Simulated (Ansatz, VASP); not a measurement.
# One calculation of P, two programs

```
P
1.0
     4.62750    0.00000    0.00000
     0.00000    3.25895    0.00000
     0.00000    0.00000   27.81958
P
4
Direct
  0.09074 0.00000 0.37899
  0.40926 0.50000 0.37899
  0.59074 0.50000 0.30398
  0.90926 0.00000 0.30398
```

Change from the starting cell: uniaxial_y strain -1.0%.

Alike in both runs: task single point; functional r2SCAN; k mesh 6 × 8 × 1; no spin polarisation.

```csv
,VASP,Ansatz
version,VASP 6.6.1,Ansatz 0.2.0
potentials or method,"VASP PAW PBE potentials, release 64 (P)","plane waves, PAW"
plane-wave cutoff (eV),520,500
occupations,"gaussian, width 0.01 eV",fixed
valence electrons in the cell,20,20
```

```tsv
	VASP	Ansatz	Ansatz less VASP
gap on the k mesh at the Fermi level (eV)	1.06	1.03	-0.028
rms of the force components (eV/Å)	0.059	0.000	-0.0592
```

VASP's potentials were made for PBE, not for r2SCAN. Atom by atom the forces differ by 0.059 eV/Å (rms over components).
